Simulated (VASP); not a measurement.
# Zn (Pm-3m) in VASP: a series of runs

Runs on Zn. Level: LDA. Tasks: relaxation of cell and atoms.

Program: VASP 6.6.1. These are calculated values, not measurements. Logs are shortened: lines on timing, memory, paths and dates and some standing lists are left out, and cuts for length are marked.

## Step 1: The cell of the first run

It takes space group Pm-3m (No. 221, cubic). Conventional cell: a = 2.464 Å, b = 2.464 Å, c = 2.464 Å, α = 90.00°, β = 90.00°, γ = 90.00°. Zn (site symmetry m-3m) has 6 Zn at 2.46 Å within 3.3 Å.

This isn't the form of Zn at room conditions, which is hcp.

## Step 2: Relaxation of cell and atoms, LDA, target pressure -1.7 GPa, at which the enthalpy is minimised

Contents of INCAR:

```
SYSTEM = Zn
ALGO = Normal ; EDIFF = 1E-6
EDIFFG = -0.005 ; ENCUT = 600
GGA = CA ; IBRION = 2
ISIF = 3 ; ISMEAR = -1
LASPH = .TRUE. ; LCHARG = .FALSE.
LREAL = .FALSE. ; LWAVE = .FALSE.
NELM = 80 ; NSW = 60
PREC = Accurate ; PSTRESS = -17.0
SIGMA = 0.1
```

Contents of KPOINTS:

```
k-points
0
G
  16 16 16
  0 0 0
```

Contents of POSCAR:

```
Zn
1.0
    2.4636936790      0.0000000000      0.0000000000
    0.0000000000      2.4636936790      0.0000000000
    0.0000000000      0.0000000000      2.4636936790
Zn
1
Direct
    0.0000000000      0.0000000000      0.0000000000
```

Potentials or basis: VASP PAW LDA potentials, release 64 (Zn).

Launch:

```bash
cat potpaw_LDA.64/Zn/POTCAR > POTCAR
mpirun -np 1 vasp_std > vasp.out
```

OUTCAR:

```text
SYSTEM = Zn
   EDIFF = 1E-6
   EDIFFG = -0.005
   ENCUT = 600
   GGA = CA
   IBRION = 2
   ISIF = 3
   ISMEAR = -1
   LASPH = .TRUE.
   LREAL = .FALSE.
   NELM = 80
   NSW = 60
   PREC = Accurate
   PSTRESS = -17.0

 ion  position               nearest neighbor table
   1  0.000  0.000  0.000-

  LATTYP: Found a simple cubic cell.
 ALAT       =     2.4636936790

  Lattice vectors:

 A1 = (   2.4636936790,   0.0000000000,   0.0000000000)
 A2 = (   0.0000000000,   2.4636936790,   0.0000000000)
 A3 = (   0.0000000000,   0.0000000000,   2.4636936790)

Analysis of symmetry for initial positions (statically):
=====================================================================
 Subroutine PRICEL returns:
 Original cell was already a primitive cell.

 Routine SETGRP: Setting up the symmetry group for a
 simple cubic supercell.

 Subroutine GETGRP returns: Found 48 space group operations
 (whereof 48 operations were pure point group operations)
 out of a pool of 48 trial point group operations.

The static configuration has the point symmetry O_h .

Analysis of symmetry for dynamics (positions and initial velocities):
=====================================================================
 Subroutine PRICEL returns:
 Original cell was already a primitive cell.

 Routine SETGRP: Setting up the symmetry group for a
 simple cubic supercell.

 Subroutine GETGRP returns: Found 48 space group operations
 (whereof 48 operations were pure point group operations)
 out of a pool of 48 trial point group operations.

The dynamic configuration has the point symmetry O_h .

 Subroutine INISYM returns: Found 48 space group operations
 (whereof 48 operations are pure point group operations),
 and found     1 'primitive' translations

----------------------------------------------------------------------------------------

                                     Primitive cell

  volume of cell :      14.9541

  direct lattice vectors                    reciprocal lattice vectors
     2.463693679  0.000000000  0.000000000     0.405894616  0.000000000  0.000000000
     0.000000000  2.463693679  0.000000000     0.000000000  0.405894616  0.000000000
     0.000000000  0.000000000  2.463693679     0.000000000  0.000000000  0.405894616

  length of vectors
     2.463693679  2.463693679  2.463693679     0.405894616  0.405894616  0.405894616

  position of ions in fractional coordinates (direct lattice)
     0.000000000  0.000000000  0.000000000

  ion indices of the primitive-cell ions
   primitive index   ion index
                 1           1

----------------------------------------------------------------------------------------

 KPOINTS: k-points

Automatic generation of k-mesh.
 Grid dimensions read from file:
 generate k-points for:   16   16   16

 Generating k-lattice:

  Cartesian coordinates                     Fractional coordinates (reciprocal lattice)
     0.025368414  0.000000000  0.000000000     0.062500000  0.000000000  0.000000000
     0.000000000  0.025368414  0.000000000     0.000000000  0.062500000  0.000000000
     0.000000000  0.000000000  0.025368414     0.000000000  0.000000000  0.062500000

  Length of vectors
     0.025368414  0.025368414  0.025368414

  Shift w.r.t. Gamma in fractional coordinates (k-lattice)
     0.000000000  0.000000000  0.000000000

 Subroutine IBZKPT returns following result:
 ===========================================

 Found    165 irreducible k-points:

 Following reciprocal coordinates:
            Coordinates               Weight
  0.000000  0.000000  0.000000      1.000000
  0.062500  0.000000  0.000000      6.000000
  0.125000  0.000000  0.000000      6.000000
  0.187500  0.000000  0.000000      6.000000
  0.250000  0.000000  0.000000      6.000000
  0.312500  0.000000  0.000000      6.000000
[... 16 lines left out ...]
  0.437500  0.125000  0.000000     24.000000
  0.500000  0.125000  0.000000     12.000000
 [... further k-points ...]
   k-points           NKPTS =    165   k-points in BZ     NKDIM =    165   number of bands    NBANDS=     10
   number of dos      NEDOS =    301   number of ions     NIONS =      1
   total plane-waves  NPLWV =   8000
   dimension x,y,z NGX =    20 NGY =   20 NGZ =   20
   dimension x,y,z NGXF=    40 NGYF=   40 NGZF=   40
   ions per type =               1
   NGX,Y,Z   is equivalent  to a cutoff of  13.50, 13.50, 13.50 a.u.
   NGXF,Y,Z  is equivalent  to a cutoff of  26.99, 26.99, 26.99 a.u.
 SYSTEM =  Zn
   PREC   = accura    normal or accurate (medium, high low for compatibility)
   ISTART =      0    job   : 0-new  1-cont  2-samecut
   ICHARG =      2    charge: 1-file 2-atom 10-const
   ISPIN  =      1    spin polarized calculation?
   LNONCOLLINEAR =      F non collinear calculations
   LSORBIT =      F    spin-orbit coupling
   LASPH  =      T    aspherical Exc in radial PAW
   ENCUT  =  600.0 eV  44.10 Ry    6.64 a.u.   4.92  4.92  4.92*2*pi/ulx,y,z
   NELM   =     80;   NELMIN=  2; NELMDL= -5     # of ELM steps
   EDIFF  = 0.1E-05   stopping-criterion for ELM
   LREAL  =      F    real-space projection
   EDIFFG = -.5E-02   stopping-criterion for IOM
   NSW    =     60    number of steps for IOM
   IBRION =      2    ionic relax: 0-MD 1-quasi-New 2-CG
   NFREE  =      1    steps in history (QN), initial steepest desc. (CG)
   ISIF   =      3    stress and relaxation
   ISYM   =      2    0-nonsym 1-usesym 2-fastsym
   POTIM  = 0.5000    time-step for ionic-motion
   TEBEG  =    0.0;   TEEND  =   0.0 temperature during run
   PSTRESS=  -17.0 pullay stress
   NELECT =      12.0000    total number of electrons
   NUPDOWN=      -1.0000    fix difference up-down
   EMIN   =  10.00;   EMAX   =-10.00  energy-range for DOS
   EFERMI =   0.00;   METHOD = LEGACY
   ISMEAR =    -1;   SIGMA  =   0.10  broadening in eV -4-tet -1-fermi 0-gaus
   EFERMI_NEDOS =   21; number of points for ismear=-14 and -15
   IALGO  =     38    algorithm
   IMIX   =      4    mixing-type and parameters
     AMIX     =   0.40;   BMIX     =  1.00
     AMIX_MAG =   1.60;   BMIX_MAG =  1.00
  volume/ion in A,a.u.               =      14.95       100.92
  Fermi-wavevector in a.u.,A,eV,Ry     =   1.521301  2.874842 31.488743  2.314357
  Thomas-Fermi vector in A             =   2.630035
   LORBIT       =      0    0 simple, 1 ext, 2 COOP (PROOUT), +10 PAW based schemes
   GGA     = CA    functional components
   LHFCALC =     F    Hartree Fock is set to
   AEXX    =    0.0000 exact exchange contribution
   IVDW    =     0    specifies the selected vdW correction
   LEPSILON=     F    determine dielectric tensor
   LRPA    =     F    only Hartree local field effects (RPA)
 conjugate gradient relaxation of ions
 non-spin polarized calculation
  energy-cutoff  :      600.00
  volume of cell :       14.95
 maximum number of plane-waves:       512
 NGX is ok and might be reduce to    20
   NGX =  9   NGY =  9   NGZ =  9

--------------------------------------- Ionic step        1  -------------------------------------------

 number of electron      11.9999996 magnetization

 Free energy of the ion-electron system (eV)
  ---------------------------------------------------
  ext. energy  EPLUGINS =         0.00000000
  ---------------------------------------------------
  free energy    TOTEN  =        -1.56788178 eV

  energy without entropy =       -1.55757902  energy(sigma->0) =       -1.56273040

------------------------ aborting loop because EDIFF is reached ----------------------------------------

  FORCE on cell =-STRESS in cart. coord.  units (eV):
  Direction    XX          YY          ZZ          XY          YZ          ZX
  --------------------------------------------------------------------------------------
  -------------------------------------------------------------------------------------
  Total        0.6352777      0.6352777      0.6352777      0.0000000     -0.0000000      0.0000000
  in kB       68.0634618     68.0634618     68.0634618      0.0000000     -0.0000000      0.0000000
  external PRESSURE =      85.0634618 kB  Pullay stress =     -17.0000000 kB
[... 133 lines left out ...]
  enthalpy is  TOTEN    =        -1.7651234617 eV   P V=       -0.1763163843

--------------------------------------- Ionic step        5  -------------------------------------------

 number of electron      11.9999994 magnetization

 Free energy of the ion-electron system (eV)
  ---------------------------------------------------
  ext. energy  EPLUGINS =         0.00000000
  ---------------------------------------------------
  free energy    TOTEN  =        -1.58904536 eV

  energy without entropy =       -1.57831175  energy(sigma->0) =       -1.58367856

 E-fermi :   2.0400     XC(G=0): -11.3568

 val. band max:        1.9950521353   @ k =   0.5000   0.3750   0.1250
 cond. band min:       2.0627456844   @ k =   0.4375   0.3750   0.2500
 fundamental gap:      0.0676935490
 Fermi energy:         2.0400180369

 k-point     1 :       0.0000    0.0000    0.0000
  band No.  band energies     occupation
      1      -7.5075      2.00000
      2      -6.1706      2.00000
      3      -6.1706      2.00000
      4      -4.8028      2.00000
      5      -4.8028      2.00000
      6      -4.8028      2.00000
      7      14.9890      0.00000
      8      14.9890      0.00000
      9      14.9890      0.00000
     10      18.1021      0.00000
[... 287 lines left out ...]
 k-point    24 :       0.5000    0.1250    0.0000
  band No.  band energies     occupation
      1      -5.9784      2.00000
      2      -5.7445      2.00000
      3      -5.3818      2.00000
      4      -5.1910      2.00000
      5      -4.8229      2.00000
      6      -0.5800      2.00000
      7      -0.5356      2.00000
      8      16.2770      0.00000
      9      18.0211      0.00000
     10      20.3110      0.00000

 [... further k-points ...]

------------------------ aborting loop because EDIFF is reached ----------------------------------------

  FORCE on cell =-STRESS in cart. coord.  units (eV):
  Direction    XX          YY          ZZ          XY          YZ          ZX
  --------------------------------------------------------------------------------------
  -------------------------------------------------------------------------------------
  Total       -0.1752707     -0.1752707     -0.1752707      0.0000000      0.0000000     -0.0000000
  in kB      -16.9215051    -16.9215051    -16.9215051      0.0000000      0.0000000     -0.0000000
  external PRESSURE =       0.0784949 kB  Pullay stress =     -17.0000000 kB
[... 16 lines left out ...]
  FREE ENERGIE OF THE ION-ELECTRON SYSTEM (eV)
  ---------------------------------------------------
  free  energy   TOTEN  =        -1.5890453602 eV

  energy  without entropy=       -1.5783117533  energy(sigma->0) =       -1.58367856

  enthalpy is  TOTEN    =        -1.7651291333 eV   P V=       -0.1760837731

 reached required accuracy - stopping structural energy minimisation
```

It took 43 s on 1 thread of AMD EPYC 7R13 (Zen 3), shared host; peak memory 0.11 GiB.

What came out:

```
Free energy                                                : -1.5890 eV
Relaxed volume                                             : 16.60 Å³/atom
Relaxed cell                                               : a = 2.551 Å, b = 2.551 Å, c = 2.551 Å, α = 90.00°, β = 90.00°, γ = 90.00°
Space group after relaxing (to 0.1 Å)                      : Pm-3m (No. 221)
Energy change on relaxing (the run minimises the enthalpy) : -21.2 meV/atom
Ionic steps                                                : 5
Pressure after relaxing                                    : -1.7 GPa
Band gap on the k mesh                                     : zero (bands 6 and 7 overlap by 8.66 eV)
```

The path:
```
step  energy change (eV)  largest force (eV/Å)  pressure (GPa)  volume (Å³)
   1              0.0000                0.0000            6.81        14.95
   2             -0.0194                0.0000           -2.23        16.74
   3             -0.0213                0.0000           -1.56        16.58
   4             -0.0209                0.0000           -1.79        16.62
   5             -0.0212                0.0000           -1.69        16.60
```

Final structure:
```cif
data_structure
_symmetry_space_group_name_H-M 'P 1'
_symmetry_Int_Tables_number 1
_cell_length_a 2.5507
_cell_length_b 2.5507
_cell_length_c 2.5507
_cell_angle_alpha 90.000
_cell_angle_beta 90.000
_cell_angle_gamma 90.000
_cell_volume 16.60
loop_
_atom_site_label
_atom_site_type_symbol
_atom_site_fract_x
_atom_site_fract_y
_atom_site_fract_z
_atom_site_occupancy
Zn1 Zn 0.00000 0.00000 0.00000 1
```

Levels at points of the mesh, in eV from the Fermi level:
| k point | band 2 | band 3 | band 4 | band 5 | band 6 | band 7 | band 8 | band 9 | band 10 |
| --- | --- | --- | --- | --- | --- | --- | --- | --- | --- |
| (0.00, 0.00, 0.00) | -8.21 | -8.21 | -6.84 | -6.84 | -6.84 | 12.95 | 12.95 | 12.95 | 16.06 |
| (0.50, 0.00, 0.00) | -7.99 | -7.24 | -7.24 | -6.81 | -3.06 | -2.83 | 17.80 | 17.80 | 20.32 |
| (0.50, 0.50, 0.00) | -7.85 | -7.17 | -7.17 | -6.53 | 1.40 | 1.40 | 3.01 | 6.51 | 23.23 |
| (0.50, 0.50, 0.50) | -7.90 | -7.90 | -6.51 | -6.51 | 5.82 | 5.82 | 5.82 | 10.78 | 11.26 |

Caveat: the cell is relaxed towards a set pressure, so the run minimises the enthalpy, not the energy.

## Step 3: Relaxation of cell and atoms, LDA, target pressure -1.7 GPa, at which the enthalpy is minimised

This run uses another cell than the first one, of 16.49 Å³/atom.

Contents of INCAR:

```
PREC = Accurate
ENCUT = 600
EDIFF = 1E-6
ISMEAR = -1
SIGMA = 0.1
LREAL = False
LASPH = True
NELM = 100
ALGO = Normal
ISIF = 3
LWAVE = False
LCHARG = False
IBRION = 2
NSW = 32
EDIFFG = -0.005
PSTRESS = -17.0
```

Contents of KPOINTS:

```
Automatic mesh
0
Gamma
  16 16 16
```

Contents of POSCAR:

```
Zn
1.0
    2.5452070883      0.0000000000      0.0000000000
    0.0000000000      2.5452070883      0.0000000000
    0.0000000000      0.0000000000      2.5452070883
Zn
1
Direct
    0.0000000000      0.0000000000      0.0000000000
```

Potentials or basis: VASP PAW LDA potentials, release 64 (Zn).

Launch:

```bash
cat potpaw_LDA.64/Zn/POTCAR > POTCAR
mpirun -np 1 vasp_std > vasp.out
```

Wall time 21 s (1 thread of AMD EPYC 7R13 (Zen 3), shared host); peak memory 0.11 GiB.

It converged, with:

```
Free energy                                                : -1.5895 eV
Relaxed volume                                             : 16.60 Å³/atom
Relaxed cell                                               : a = 2.551 Å, b = 2.551 Å, c = 2.551 Å, α = 90.00°, β = 90.00°, γ = 90.00°
Space group after relaxing (to 0.1 Å)                      : Pm-3m (No. 221)
Energy change on relaxing (the run minimises the enthalpy) : +1.1 meV/atom
Ionic steps                                                : 2
Pressure after relaxing                                    : -1.7 GPa
Band gap on the k mesh                                     : zero (bands 6 and 7 overlap by 8.66 eV)
```

Step by step:
```tsv
step	energy change (eV)	largest force (eV/Å)	pressure (GPa)	volume (Å³)
1	0.0000	0.0000	-1.24	16.49
2	0.0011	0.0000	-1.72	16.60
```

Final structure:
```xyz
1
Lattice="2.5511 0.0000 0.0000 0.0000 2.5511 0.0000 0.0000 0.0000 2.5511" Properties=species:S:1:pos:R:3 pbc="T T T"
Zn    0.0000    0.0000    0.0000
```

Levels at points of the mesh, in eV from the Fermi level:
| k point | band 2 | band 3 | band 4 | band 5 | band 6 | band 7 | band 8 | band 9 | band 10 |
| --- | --- | --- | --- | --- | --- | --- | --- | --- | --- |
| (0.00, 0.00, 0.00) | -8.21 | -8.21 | -6.84 | -6.84 | -6.84 | 12.95 | 12.95 | 12.95 | 16.06 |
| (0.50, 0.00, 0.00) | -7.99 | -7.24 | -7.24 | -6.81 | -3.06 | -2.83 | 17.80 | 17.80 | 20.31 |
| (0.50, 0.50, 0.00) | -7.85 | -7.17 | -7.17 | -6.53 | 1.40 | 1.40 | 3.00 | 6.51 | 23.22 |
| (0.50, 0.50, 0.50) | -7.90 | -7.90 | -6.51 | -6.51 | 5.82 | 5.82 | 5.82 | 10.78 | 11.36 |

Caveat: the cell is relaxed towards a set pressure, so the run minimises the enthalpy, not the energy.
